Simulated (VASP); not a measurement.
Write the native input for VASP 6.6.1 that does the following.

| Property | Result |
| --- | --- |
| Task | single point |
| Functional | RPBE |
| Potentials or basis | VASP PAW PBE potentials, release 64 (W_sv, C) |
| Cutoff | 520 eV |
| k mesh | 10 × 10 × 10 |
| Occupations | gaussian, width 0.05 eV |
| Spin | no spin polarisation |
| Dipole correction | no |
| Further INCAR settings | ALGO = Normal; EDIFF = 1e-06; NBANDS = 16 |

The structure of WC lies in POSCAR:

```
WC
1.0
    0.0000000000      2.1926840000      2.1926840000
    2.1926840000      0.0000000000      2.1926840000
    2.1926840000      2.1926840000      0.0000000000
W C
1 1
Direct
    0.0000000000      0.0000000000      0.0000000000
    0.5000000000      0.5000000000      0.5000000000
```

These files were run (other wordings do the same):

INCAR

```
PREC     = Accurate       # precision mode
ENCUT    = 520            # plane-wave cutoff, eV
EDIFF    = 1E-6           # SCF threshold, eV
ISMEAR   = 0              # smearing method
SIGMA    = 0.05           # smearing width, eV
LREAL    = F              # projectors in reciprocal space
LASPH    = T              # aspherical terms in the spheres
NELM     = 60             # most SCF steps
ALGO     = Normal         # electronic algorithm
ISIF     = 2              # what is computed and relaxed
LWAVE    = F              # write WAVECAR
LCHARG   = F              # write CHGCAR
GGA      = RP             # functional
NBANDS   = 16             # bands
```

KPOINTS

```
Automatic mesh
0
Gamma
  10 10 10
```

Potentials or basis: VASP PAW PBE potentials, release 64 (W_sv, C).

Run with:

```sh
$ cat potpaw_PBE.64/W_sv/POTCAR potpaw_PBE.64/C/POTCAR > POTCAR
$ mpirun -np 1 vasp_std > vasp.out
```

It gave:

```
Pressure               : 3.5 GPa
Band gap on the k mesh : zero (band 9 reaches 13.55 eV, above the bottom of band 10 at 10.37 eV)
```

Caveat: the PAW data sets were made with another functional, which shifts forces and pressure a little; spin-orbit coupling is left out, which moves the levels of the heavy elements.

Wall time 5.4 s on 1 thread of Intel Xeon 6975P-C, on a shared host, peak memory 0.15 GiB.
